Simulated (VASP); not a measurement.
A run of VASP 6.6.1:

The input INCAR:

```
SYSTEM = Sb
PREC     = Accurate       ! precision mode
ENCUT    = 520            ! plane-wave cutoff, eV
EDIFF    = 1E-7           ! SCF threshold, eV
ISMEAR   = 0              ! smearing method
SIGMA    = 0.1            ! smearing width, eV
LREAL    = .FALSE.        ! projectors in reciprocal space
LASPH    = .TRUE.         ! aspherical terms in the spheres
NELM     = 80             ! most SCF steps
ALGO     = Normal         ! electronic algorithm
ISIF     = 2              ! what is computed and relaxed
LWAVE    = .FALSE.        ! write WAVECAR
LCHARG   = .FALSE.        ! write CHGCAR
GGA      = PE             ! functional
NBANDS   = 12             ! bands
```

File KPOINTS:

```
Automatic mesh
0
G
  12 12 12
  0 0 0
```

File POSCAR:

```
Sb
1.0
    2.1878046249      1.2631295891      3.8428686352
   -2.1878046249      1.2631295891      3.8428686352
    0.0000000000     -2.5262591782      3.8428686352
Sb
2
Direct
    0.2327487024      0.2327487024      0.2327487024
    0.7672512976      0.7672512976      0.7672512976
```

Potentials or basis: VASP PAW PBE potentials, release 64 (Sb).

Command:

```bash
$ cat potpaw_PBE.64/Sb/POTCAR > POTCAR
$ mpirun -np 1 vasp_std > vasp.out
```

Hardware: 1 thread of Intel Xeon 8259CL, with other jobs on the host.

Problem. Estimate the wall time of this run.

Solution. It took 2.7 min on 1 thread of Intel Xeon 8259CL, on a shared host, peak memory 0.29 GiB. Counts: scf iterations 11, k points 189.
